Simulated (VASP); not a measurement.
NbSiO4:

```
CELL_PARAMETERS angstrom
3.19673 0.00000 0.00000
-1.59836 2.76845 0.00000
0.00000 0.00000 6.49835
ATOMIC_POSITIONS crystal
Nb 0.00000 0.00000 0.50000
Si 0.00000 0.00000 0.00000
O 0.33333 0.66667 0.75959
O 0.33333 0.66667 0.24041
O 0.66667 0.33333 0.75959
O 0.66667 0.33333 0.24041
```

The cell was generated, and may not be a known phase.

```yaml
Program: VASP 6.6.1
Task: relaxation of cell and atoms
Functional: PBE
Potentials_or_basis: VASP PAW PBE potentials, release 64 (Nb_sv, Si, O)
Cutoff: 600 eV
k_mesh: 6 × 6 × 4
Occupations: gaussian, width 0.1 eV
Spin: no spin polarisation
```

At the start: pressure 27.2 GPa; volume 9.59 Å³/atom.

Q: Where does the relaxation end?

A: Over 11 steps the energy falls by 1026.3 meV/atom and the volume is 9.61 Å³/atom (+0.3 %); space group P6/mmm (No. 191, to 0.1 Å) before and after.

The path:
```
step  energy change (eV)  largest force (eV/Å)  pressure (GPa)  volume (Å³)
   1              0.0000                1.2821           27.17        57.51
   2             -3.8243                1.9523          -22.29        70.74
   3             -3.8177                1.9746          -21.71        70.50
   4             -5.6080                0.1282          -11.73        61.18
   5             -5.7137                0.5836          -16.65        62.74
   6             -5.9292                0.2349           17.84        53.49
   7             -6.1463                0.1721            0.80        57.05
   8             -6.1462                0.1615            1.26        56.94
   9             -6.1543                0.1158            0.53        57.30
  10             -6.1558                0.0881            0.10        57.54
  11             -6.1579                0.0321           -0.18        57.68
```

Final structure:
```cif
data_structure
_symmetry_space_group_name_H-M 'P 1'
_symmetry_Int_Tables_number 1
_cell_length_a 3.6245
_cell_length_b 3.6245
_cell_length_c 5.0696
_cell_angle_alpha 90.000
_cell_angle_beta 90.000
_cell_angle_gamma 120.000
_cell_volume 57.68
loop_
_atom_site_label
_atom_site_type_symbol
_atom_site_fract_x
_atom_site_fract_y
_atom_site_fract_z
_atom_site_occupancy
Nb1 Nb 0.00000 0.00000 0.50000 1
Si1 Si 0.00000 0.00000 0.00000 1
O1 O 0.33333 0.66667 0.72630 1
O2 O 0.33333 0.66667 0.27370 1
O3 O 0.66667 0.33333 0.72630 1
O4 O 0.66667 0.33333 0.27370 1
```

Caveat: the k points lie up to 0.33 Å⁻¹ apart in the final cell, too coarse for converged energies and pressures of a metal; a cell axis changed by over 15 % at a fixed basis, so the end point is rough; an odd number of electrons without spin polarisation forces a metal; a magnetic or distorted state may lie lower.
